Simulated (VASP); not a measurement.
Crystal: Cd2S.

```
CELL_PARAMETERS angstrom
-2.23378 2.23378 3.70430
2.23378 -2.23378 3.70430
2.23378 2.23378 -3.70430
ATOMIC_POSITIONS crystal
Cd 0.68372 0.68372 0.00000
Cd 0.31628 0.31628 0.00000
S 0.00000 0.00000 0.00000
```

The cell was generated, and may not be a known phase.

| Property | Result |
| --- | --- |
| Program | VASP 6.6.1 |
| Task | relaxation of cell and atoms |
| Functional | PBE |
| Potentials or basis | VASP PAW PBE potentials, release 64 (Cd_sv_GW, S) |
| Cutoff | 630 eV |
| k mesh | 6 × 6 × 6 |
| Occupations | gaussian, width 0.1 eV |
| Spin | no spin polarisation |

At the start: pressure 5.7 GPa; volume 24.64 Å³/atom.

Q: How do energy, volume and symmetry change on relaxing?

A: Over 21 steps the energy falls by 123.2 meV/atom and the volume is 21.95 Å³/atom (-10.9 %); space group I4/mmm (No. 139, to 0.1 Å) before and after.

Step by step:
```
step  energy change (eV)  largest force (eV/Å)  pressure (GPa)  volume (Å³)
   1              0.0000                1.6192            5.68        73.93
   2             -0.1623                0.0183           -3.43        83.58
   3             -0.2170                0.4111           -0.95        79.91
   4             -0.2170                0.4265           -0.86        79.79
   5             -0.2349                0.1986           -0.27        78.58
   6             -0.2380                0.0144            0.18        77.81
   7             -0.2380                0.0329            0.14        77.89
   8             -0.2390                0.0187           -0.17        78.02
   9             -0.2391                0.0496           -0.35        78.11
  10             -0.2400                0.0616           -0.41        77.91
  11             -0.2436                0.0959           -0.56        77.34
  12             -0.2549                0.1494           -0.83        76.16
  13             -0.2896                0.1858           -1.33        73.77
  14             -0.3528                0.1631           -1.36        68.79
  15             -0.2555                0.0570            5.77        58.31
  16             -0.3646                0.1155           -0.52        65.98
  17             -0.3646                0.1280           -0.72        66.52
  18             -0.3646                0.0662            0.52        64.59
  19             -0.3665                0.0960           -0.13        65.55
  20             -0.3678                0.0788           -0.10        65.62
  21             -0.3695                0.0195            0.05        65.86
```

Final structure:
```
Cd S
1.0
    -1.96866    1.96866    4.24818
     1.96866   -1.96866    4.24818
     1.96866    1.96866   -4.24818
Cd S
2 1
Direct
  0.66633 0.66633 0.00000
  0.33367 0.33367 0.00000
  0.00000 0.00000 0.00000
```
